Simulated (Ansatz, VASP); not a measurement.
## Two plane-wave programs on TiO2

The input INCAR:

```
SYSTEM = TiO2
PREC = Accurate
ENCUT = 520
EDIFF = 1E-7
ISMEAR = -1
SIGMA = 0.05
LREAL = .False.
LASPH = .True.
NELM = 100
ALGO = Normal
ISIF = 2
LWAVE = .False.
LCHARG = .True.
GGA = PE
LELF = .True.
LVHAR = .True.
NBANDS = 33
```

File KPOINTS:

```
Automatic mesh
0
Gamma
  8 8 8
  0 0 0
```

POSCAR

```
TiO2
1.0
   -1.8921000000      1.8921000000      4.8048730000
    1.8921000000     -1.8921000000      4.8048730000
    1.8921000000      1.8921000000     -4.8048730000
Ti O
2 4
Direct
    0.0000000000      0.0000000000      0.0000000000
    0.7500000000      0.2500000000      0.5000000000
    0.2081000000      0.2081000000      0.0000000000
    0.9581000000      0.4581000000      0.5000000000
    0.5419000000      0.0419000000      0.5000000000
    0.7919000000      0.7919000000      0.0000000000
```

Input for Ansatz:

```yaml
crystal:
  lattice:
    - [-1.8921, 1.8921, 4.804873]
    - [1.8921, -1.8921, 4.804873]
    - [1.8921, 1.8921, -4.804873]
  atoms:
    - { symbol: Ti, position: [0.0, 0.0, 0.0] }
    - { symbol: Ti, position: [0.75, 0.25, 0.5] }
    - { symbol: O, position: [0.2081, 0.2081, 0.0] }
    - { symbol: O, position: [0.9581, 0.4581, 0.5] }
    - { symbol: O, position: [0.5419, 0.0419, 0.5] }
    - { symbol: O, position: [0.7919, 0.7919, 0.0] }
basis:
  ecutwfc: 520.0
kpoints:
  mp_grid:
    grid: [8, 8, 8]
hamiltonian:
  xc: pbe
  pseudopotentials:
    kind: paw
scf:
  occupations:
    method: fermi_dirac
    width: 0.05
output:
  stress: true
```

Alike in both runs: task single point; functional PBE; k mesh 8 × 8 × 8; occupations fermi-dirac, width 0.05 eV; no spin polarisation.

```csv
,VASP,Ansatz
version,VASP 6.6.1,Ansatz 0.2.0
potentials or method,"VASP PAW PBE potentials, release 64 (Ti_sv, O), cutoff 520 eV","plane waves, PAW"
valence electrons in the cell,48,48
```

|  | VASP | Ansatz | Ansatz less VASP |
| --- | --- | --- | --- |
| pressure (GPa) | 3.6 | 2.9 | -0.67 |
| traceless stress, the component that is largest in VASP (GPa) | -0.78 | -0.79 | -0.011 |
